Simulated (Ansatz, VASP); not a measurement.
BP in VASP and in Ansatz

```
B P
1.0
     0.00000    2.27415    2.27415
     2.27415    0.00000    2.27415
     2.27415    2.27415    0.00000
B P
1 1
Cartesian
  0.0000 0.0000 0.0000
  3.4112 3.4112 3.4112
```

Alike in both runs: task single point; functional PBE; k mesh 10 × 10 × 10; occupations gaussian, width 0.05 eV; no spin polarisation.

|  | VASP | Ansatz |
| --- | --- | --- |
| version | VASP 6.6.1 | Ansatz 0.2.0 |
| potentials or method | VASP PAW PBE potentials, release 64 (B, P), cutoff 520 eV | scalar-relativistic, plane waves, PAW |
| valence electrons in the cell | 8 | 8 |

|  | VASP | Ansatz | Ansatz less VASP |
| --- | --- | --- | --- |
| gap on the k mesh at the Fermi level (eV) | 1.25 | 1.25 | +0.004 |
| least direct gap on the mesh (eV) | 3.39 | 3.39 | +0.003 |
| pressure (GPa) | -0.2 | 0.0 | +0.23 |
